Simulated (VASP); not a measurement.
# Li (Im-3m) in VASP: further runs

Runs on Li. Level: PBE+D3(BJ). Tasks: single point, relaxation of cell and atoms.

All numbers are computed with VASP 6.6.1; they aren't measurements. Logs are shortened: lines on timing, memory, paths and dates and some standing lists are left out, and cuts for length are marked.

## (1) The cell of the first run

It takes space group Im-3m (No. 229, cubic). The conventional cell has a = 3.357 Å, b = 3.357 Å, c = 3.357 Å, α = 90.00°, β = 90.00°, γ = 90.00°. Li (site symmetry m-3m) has 14 Li at 2.91 to 3.36 Å within 3.8 Å.

## (2) Single point, PBE+D3(BJ) (volume scaled by 1.03)

File INCAR:

```
SYSTEM = Li
  PREC = Accurate
  ENCUT = 520
  EDIFF = 1E-7
  ISMEAR = 0
  SIGMA = 0.1
  LREAL = .FALSE.
  LASPH = .TRUE.
  NELM = 80
  ALGO = Normal
  ISIF = 2
  LWAVE = .FALSE.
  LCHARG = .FALSE.
  GGA = PE
  IVDW = 12
  NBANDS = 8
```

File KPOINTS:

```
Automatic mesh
0
G
  18 18 18
  0 0 0
```

File POSCAR:

```
Li
1.0
   -1.6782860491      1.6782860491      1.6782860491
    1.6782860491     -1.6782860491      1.6782860491
    1.6782860491      1.6782860491     -1.6782860491
Li
1
Direct
    0.0000000000      0.0000000000      0.0000000000
```

Potentials or basis: VASP PAW PBE potentials, release 64 (Li_sv).

Started as:

```
cat potpaw_PBE.64/Li_sv/POTCAR > POTCAR
mpirun -np 1 vasp_std > vasp.out
```

OUTCAR:

```text
SYSTEM = Li
   PREC = Accurate
   ENCUT = 520
   EDIFF = 1E-7
   ISMEAR = 0
   LREAL = .FALSE.
   LASPH = .TRUE.
   NELM = 80
   ISIF = 2
   GGA = PE
   IVDW = 12
 IVDW          = 12

 ion  position               nearest neighbor table
   1  0.000  0.000  0.000-

  LATTYP: Found a body centered cubic cell.
 ALAT       =     3.3565720982

  Lattice vectors:

 A1 = (  -1.6782860491,   1.6782860491,   1.6782860491)
 A2 = (   1.6782860491,  -1.6782860491,   1.6782860491)
 A3 = (   1.6782860491,   1.6782860491,  -1.6782860491)

Analysis of symmetry for initial positions (statically):
=====================================================================
 Subroutine PRICEL returns:
 Original cell was already a primitive cell.

 Routine SETGRP: Setting up the symmetry group for a
 body centered cubic supercell.

 Subroutine GETGRP returns: Found 48 space group operations
 (whereof 48 operations were pure point group operations)
 out of a pool of 48 trial point group operations.

The static configuration has the point symmetry O_h .

Analysis of symmetry for dynamics (positions and initial velocities):
=====================================================================
 Subroutine PRICEL returns:
 Original cell was already a primitive cell.

 Routine SETGRP: Setting up the symmetry group for a
 body centered cubic supercell.

 Subroutine GETGRP returns: Found 48 space group operations
 (whereof 48 operations were pure point group operations)
 out of a pool of 48 trial point group operations.

The dynamic configuration has the point symmetry O_h .

 Subroutine INISYM returns: Found 48 space group operations
 (whereof 48 operations are pure point group operations),
 and found     1 'primitive' translations

----------------------------------------------------------------------------------------

                                     Primitive cell

  volume of cell :      18.9085

  direct lattice vectors                    reciprocal lattice vectors
    -1.678286049  1.678286049  1.678286049     0.000000000  0.297922991  0.297922991
     1.678286049 -1.678286049  1.678286049     0.297922991  0.000000000  0.297922991
     1.678286049  1.678286049 -1.678286049     0.297922991  0.297922991  0.000000000

  length of vectors
     2.906876707  2.906876707  2.906876707     0.421326735  0.421326735  0.421326735

  position of ions in fractional coordinates (direct lattice)
     0.000000000  0.000000000  0.000000000

  ion indices of the primitive-cell ions
   primitive index   ion index
                 1           1

----------------------------------------------------------------------------------------

 KPOINTS: Automatic mesh

Automatic generation of k-mesh.
 Grid dimensions read from file:
 generate k-points for:   18   18   18

 Generating k-lattice:

  Cartesian coordinates                     Fractional coordinates (reciprocal lattice)
     0.000000000  0.016551277  0.016551277     0.055555556  0.000000000  0.000000000
     0.016551277  0.000000000  0.016551277     0.000000000  0.055555556  0.000000000
     0.016551277  0.016551277  0.000000000     0.000000000  0.000000000  0.055555556

  Length of vectors
     0.023407041  0.023407041  0.023407041

  Shift w.r.t. Gamma in fractional coordinates (k-lattice)
     0.000000000  0.000000000  0.000000000

 Subroutine IBZKPT returns following result:
 ===========================================

 Found    195 irreducible k-points:

 Following reciprocal coordinates:
            Coordinates               Weight
  0.000000  0.000000  0.000000      1.000000
  0.055556  0.000000  0.000000     12.000000
  0.111111  0.000000  0.000000     12.000000
  0.166667  0.000000  0.000000     12.000000
  0.222222  0.000000  0.000000     12.000000
  0.277778  0.000000  0.000000     12.000000
[... 16 lines left out ...]
  0.333333  0.111111  0.000000     48.000000
  0.388889  0.111111  0.000000     48.000000
 [... further k-points ...]
   k-points           NKPTS =    195   k-points in BZ     NKDIM =    195   number of bands    NBANDS=      8
   number of dos      NEDOS =    301   number of ions     NIONS =      1
   total plane-waves  NPLWV =  13824
   dimension x,y,z NGX =    24 NGY =   24 NGZ =   24
   dimension x,y,z NGXF=    48 NGYF=   48 NGZF=   48
   ions per type =               1
   NGX,Y,Z   is equivalent  to a cutoff of  13.73, 13.73, 13.73 a.u.
   NGXF,Y,Z  is equivalent  to a cutoff of  27.45, 27.45, 27.45 a.u.
 SYSTEM =  Li
   PREC   = accura    normal or accurate (medium, high low for compatibility)
   ISTART =      0    job   : 0-new  1-cont  2-samecut
   ICHARG =      2    charge: 1-file 2-atom 10-const
   ISPIN  =      1    spin polarized calculation?
   LNONCOLLINEAR =      F non collinear calculations
   LSORBIT =      F    spin-orbit coupling
   LASPH  =      T    aspherical Exc in radial PAW
   ENCUT  =  520.0 eV  38.22 Ry    6.18 a.u.   5.40  5.40  5.40*2*pi/ulx,y,z
   NELM   =     80;   NELMIN=  2; NELMDL= -5     # of ELM steps
   EDIFF  = 0.1E-06   stopping-criterion for ELM
   LREAL  =      F    real-space projection
   EDIFFG = 0.1E-05   stopping-criterion for IOM
   NSW    =      0    number of steps for IOM
   IBRION =     -1    ionic relax: 0-MD 1-quasi-New 2-CG
   NFREE  =      0    steps in history (QN), initial steepest desc. (CG)
   ISIF   =      2    stress and relaxation
   ISYM   =      2    0-nonsym 1-usesym 2-fastsym
   POTIM  = 0.5000    time-step for ionic-motion
   TEBEG  =    0.0;   TEEND  =   0.0 temperature during run
   PSTRESS=    0.0 pullay stress
   NELECT =       3.0000    total number of electrons
   NUPDOWN=      -1.0000    fix difference up-down
   EMIN   =  10.00;   EMAX   =-10.00  energy-range for DOS
   EFERMI =   0.00;   METHOD = LEGACY
   ISMEAR =     0;   SIGMA  =   0.10  broadening in eV -4-tet -1-fermi 0-gaus
   EFERMI_NEDOS =   21; number of points for ismear=-14 and -15
   IALGO  =     38    algorithm
   IMIX   =      4    mixing-type and parameters
     AMIX     =   0.40;   BMIX     =  1.00
     AMIX_MAG =   1.60;   BMIX_MAG =  1.00
  volume/ion in A,a.u.               =      18.91       127.60
  Fermi-wavevector in a.u.,A,eV,Ry     =   0.886263  1.674794 10.686860  0.785462
  Thomas-Fermi vector in A             =   2.007406
   LORBIT       =      0    0 simple, 1 ext, 2 COOP (PROOUT), +10 PAW based schemes
   GGA     = PE    functional components
   LHFCALC =     F    Hartree Fock is set to
   AEXX    =    0.0000 exact exchange contribution
   IVDW    =    12    specifies the selected vdW correction
   LEPSILON=     F    determine dielectric tensor
   LRPA    =     F    only Hartree local field effects (RPA)
 non-spin polarized calculation
 Gauss-broadening in eV      SIGMA  =   0.10
  energy-cutoff  :      520.00
  volume of cell :       18.91
 maximum number of plane-waves:       531
 NGX is ok and might be reduce to    24
   NGX = 11   NGY = 11   NGZ = 11

 number of electron       3.0000006 magnetization

 Free energy of the ion-electron system (eV)
  ---------------------------------------------------
  ext. energy  EPLUGINS =         0.00000000
  ---------------------------------------------------
  free energy    TOTEN  =        -1.90153532 eV

  energy without entropy =       -1.89902480  energy(sigma->0) =       -1.90028006

 E-fermi :   0.8323     XC(G=0):  -7.2156

 val. band max:        0.8080295669   @ k =   0.2778   0.2222   0.0000
 cond. band min:       0.8572607501   @ k =   0.3333   0.1667   0.0000
 fundamental gap:      0.0492311832
 Fermi energy:         0.8323298773

 k-point     1 :       0.0000    0.0000    0.0000
  band No.  band energies     occupation
      1     -45.5871      2.00000
      2      -2.8243      2.00000
      3      16.1748      0.00000
      4      16.1748      0.00000
      5      16.1749      0.00000
      6      21.0921      0.00000
      7      21.0921      0.00000
      8      21.0921      0.00000

 k-point     2 :       0.0556    0.0000    0.0000
  band No.  band energies     occupation
      1     -45.5864      2.00000
      2      -2.7645      2.00000
      3      15.7559      0.00000
      4      15.8499      0.00000
      5      16.0642      0.00000
      6      20.0366      0.00000
      7      20.2155      0.00000
      8      21.3937      0.00000

 k-point     3 :       0.1111    0.0000    0.0000
  band No.  band energies     occupation
      1     -45.5841      2.00000
      2      -2.5848      2.00000
      3      14.5030      0.00000
      4      15.1243      0.00000
      5      15.7460      0.00000
      6      18.9736      0.00000
      7      19.0484      0.00000
      8      20.9565      0.00000

 k-point     4 :       0.1667    0.0000    0.0000
  band No.  band energies     occupation
      1     -45.5807      2.00000
      2      -2.2854      2.00000
      3      12.7425      0.00000
      4      14.3113      0.00000
      5      15.2773      0.00000
      6      18.0013      0.00000
      7      18.5100      0.00000
      8      20.9038      0.00000

 k-point     5 :       0.2222    0.0000    0.0000
  band No.  band energies     occupation
      1     -45.5765      2.00000
      2      -1.8664      2.00000
      3      10.8699      0.00000
      4      13.5516      0.00000
      5      14.7493      0.00000
      6      17.1067      0.00000
      7      18.3630      0.00000
      8      21.1734      0.00000
[... 177 lines left out ...]
 k-point    22 :       0.2778    0.1111    0.0000
  band No.  band energies     occupation
      1     -45.5668      2.00000
      2      -0.4988      2.00000
      3       7.4543      0.00000
      4      11.0710      0.00000
      5      12.8635      0.00000
      6      17.8307      0.00000
      7      18.8000      0.00000
      8      22.4721      0.00000

 k-point    23 :       0.3333    0.1111    0.0000
  band No.  band energies     occupation
      1     -45.5636      2.00000
      2       0.2296      2.00000
      3       5.9959      0.00000
      4      10.7118      0.00000
      5      12.5231      0.00000
      6      17.5579      0.00000
      7      19.0662      0.00000
      8      23.1705      0.00000

 k-point    24 :       0.3889    0.1111    0.0000
  band No.  band energies     occupation
      1     -45.5615      2.00000
      2       0.9392      0.13070
      3       4.8430      0.00000
      4      10.4946      0.00000
      5      12.3151      0.00000
      6      17.3804      0.00000
      7      19.2964      0.00000
      8      23.9085      0.00000

 [... further k-points ...]

------------------------ aborting loop because EDIFF is reached ----------------------------------------

 Edisp (eV)   -0.18120

 E8    (eV) :    -0.0753

  FORCE on cell =-STRESS in cart. coord.  units (eV):
  Direction    XX          YY          ZZ          XY          YZ          ZX
  --------------------------------------------------------------------------------------
  -------------------------------------------------------------------------------------
  Total      -0.06510    -0.06510    -0.06510     0.00000     0.00000    -0.00000
  in kB      -5.51588    -5.51588    -5.51588     0.00000     0.00000    -0.00000
  external pressure =       -5.52 kB  Pullay stress =        0.00 kB

 VOLUME and BASIS-vectors are now :
 -----------------------------------------------------------------------------
  energy-cutoff  :      520.00
  volume of cell :       18.91
      direct lattice vectors                 reciprocal lattice vectors
    -1.678286049  1.678286049  1.678286049     0.000000000  0.297922991  0.297922991
     1.678286049 -1.678286049  1.678286049     0.297922991  0.000000000  0.297922991
     1.678286049  1.678286049 -1.678286049     0.297922991  0.297922991  0.000000000

 POSITION                                       TOTAL-FORCE (eV/Angst)
 -----------------------------------------------------------------------------------
      0.00000      0.00000      0.00000         0.000000     -0.000000     -0.000000
 -----------------------------------------------------------------------------------
    total drift:                               -0.000000      0.000000      0.000000

  FREE ENERGIE OF THE ION-ELECTRON SYSTEM (eV)
  ---------------------------------------------------
  free  energy   TOTEN  =        -2.0827372275 eV

  energy  without entropy=       -2.0802267104  energy(sigma->0) =       -2.08148197
```

Run time: 9.8 s. Hardware: 1 thread of Intel Xeon Platinum 8559C (Emerald Rapids), shared host; peak memory 0.15 GiB.

What came out:

- Free energy: -2.0827 eV
- Dispersion energy per atom: -0.181 eV

Caveat: the cutoff is under 1.25 times the usual one of these potentials, so pressure, stress and relaxed cells hold a basis-set (Pulay) error; pairwise dispersion overbinds metals, which lowers pressure and volume.

(Continued in part 2 of 2.)
